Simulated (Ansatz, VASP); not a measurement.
One calculation of SnO2, two programs

```
CELL_PARAMETERS angstrom
-2.02625 2.02625 5.18069
2.02625 -2.02625 5.18069
2.02625 2.02625 -5.18069
ATOMIC_POSITIONS crystal
Sn 0.75000 0.25000 0.50000
Sn 0.00000 0.00000 0.00000
O 0.72522 0.79760 0.92762
O 0.95240 0.45240 0.50000
O 0.20240 0.20240 0.00000
O 0.54760 0.04760 0.50000
```

Alike in both runs: task single point; functional PBE; k mesh 10 × 10 × 10; occupations gaussian, width 0.05 eV; no spin polarisation.

```csv
,VASP,Ansatz
version,VASP 6.6.1,Ansatz 0.2.0
potentials or method,"VASP PAW PBE potentials, release 64 (Sn_d, O), cutoff 520 eV","scalar-relativistic, plane waves, PAW"
valence electrons in the cell,52,52
```

|  | VASP | Ansatz | Ansatz less VASP |
| --- | --- | --- | --- |
| gap on the k mesh at the Fermi level (eV) | 1.23 | 1.25 | +0.015 |
| least direct gap on the mesh (eV) | 1.62 | 1.64 | +0.013 |
| pressure (GPa) | 0.1 | -0.4 | -0.53 |
| traceless stress, the component that is largest in VASP (GPa) | 0.60 | 0.58 | -0.022 |
| rms of the force components (eV/Å) | 0.251 | 0.253 | +0.0016 |

Atom by atom the forces differ by 0.014 eV/Å (rms over components).
